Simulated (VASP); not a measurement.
Set up this calculation in VASP 6.6.1, as the native input.

- Task: single point
- Functional: PBE
- Potentials or basis: VASP PAW PBE potentials, release 64 (Mo_sv, W_sv)
- Cutoff: 520 eV
- k mesh: 4 × 4 × 4
- Occupations: gaussian, width 0.1 eV
- Spin: no spin polarisation
- Dipole correction: no
- Further INCAR settings: ALGO = Normal; EDIFF = 1e-06; NBANDS = 51

The structure of MoW2 lies in POSCAR:

```
MoW2
1.0
    0.0000000000      3.9324629800      3.9324629800
    3.9324629800      0.0000000000      3.9324629800
    3.9324629800      3.9324629800      0.0000000000
Mo W
2 4
Direct
    0.5000000000      0.5000000000      0.5000000000
    0.7500000000      0.7500000000      0.7500000000
    0.1250000000      0.1250000000      0.1250000000
    0.6250000000      0.1250000000      0.1250000000
    0.1250000000      0.6250000000      0.1250000000
    0.1250000000      0.1250000000      0.6250000000
```

These files were run (other wordings do the same):

INCAR

```
SYSTEM = MoW2
  PREC = Accurate
  ENCUT = 520
  EDIFF = 1E-6
  ISMEAR = 0
  SIGMA = 0.1
  LREAL = .False.
  LASPH = .True.
  NELM = 100
  ALGO = Normal
  ISIF = 2
  LWAVE = .False.
  LCHARG = .False.
  GGA = PE
  NBANDS = 51
```

KPOINTS

```
regular mesh
0
Gamma
  4 4 4
  0 0 0
```

Potentials or basis: VASP PAW PBE potentials, release 64 (Mo_sv, W_sv).

Launch:

```console
$ cat potpaw_PBE.64/Mo_sv/POTCAR potpaw_PBE.64/W_sv/POTCAR > POTCAR
$ mpirun -np 1 vasp_std > vasp.out
```

Results of the run:

The pressure is -31.9 GPa.

Wall time 60 s on 1 thread of Intel(R) Xeon(R) Platinum 8259CL CPU @ 2.50GHz (Skylake/Cascade Lake), on a shared host, peak memory 0.26 GiB.
